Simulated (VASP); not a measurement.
A run of VASP 6.6.1 is set up as follows.

File INCAR:

```
  PREC = Accurate
  ENCUT = 520
  EDIFF = 1E-6
  ISMEAR = 0
  SIGMA = 0.1
  LREAL = F
  LASPH = T
  NELM = 150
  ALGO = Normal
  ISIF = 2
  LWAVE = F
  LCHARG = F
  ISPIN = 2
  MAGMOM = 0 0 0 0 0 0 0 0 0 0 0 0 1
  LORBIT = 11
  LDIPOL = T
  IDIPOL = 3
  DIPOL = 0.5 0.5 0.301
  GGA = PE
  NBANDS = 34
```

Contents of KPOINTS:

```
Automatic mesh
0
Gamma
  6 6 1
```

The input POSCAR:

```
Al12H
1.0
    5.7135165838      0.0000000000      0.0000000000
   -2.8567582919      4.9480505065      0.0000000000
    0.0000000000      0.0000000000     21.6013781936
Al H
12 1
Direct
    0.3333333333      0.1666666667      0.1851733702
    0.3333333333      0.6666666667      0.1851733702
    0.8333333333      0.1666666667      0.1851733702
    0.8333333333      0.6666666667      0.1851733702
    0.1666666667      0.3333333333      0.2916813828
    0.1666666667      0.8333333333      0.2916813828
    0.6666666667      0.3333333333      0.2916813828
    0.6666666667      0.8333333333      0.2916813828
    0.0000000000      0.0000000000      0.3981865470
    0.0000000000      0.5000000000      0.3981865470
    0.5000000000      0.0000000000      0.3981865470
    0.5000000000      0.5000000000      0.3981865470
    0.3333333333     -0.3333333333      0.4069822821
```

Potentials or basis: VASP PAW PBE potentials, release 64 (Al, H).

The run is started by

```bash
$ cat potpaw_PBE.64/Al/POTCAR potpaw_PBE.64/H/POTCAR > POTCAR
$ mpirun -np 1 vasp_std > vasp.out
```

What does it give for the net moment?

0.00 μB per cell.

What does it give for the largest force?

1.531 eV/Å.

Forces on the atoms (eV/Å):
```
Al  -0.040 -0.023 -0.073
Al   0.000  0.000  0.030
Al   0.040 -0.023 -0.073
Al   0.000  0.046 -0.073
Al   0.000 -0.019 -0.008
Al  -0.016  0.009 -0.008
Al   0.000  0.000  0.036
Al   0.016  0.009 -0.008
Al   0.000  0.000  0.104
Al  -1.302 -0.752 -0.286
Al   0.000  1.504 -0.286
Al   1.302 -0.752 -0.286
H    0.000  0.000  0.929
```
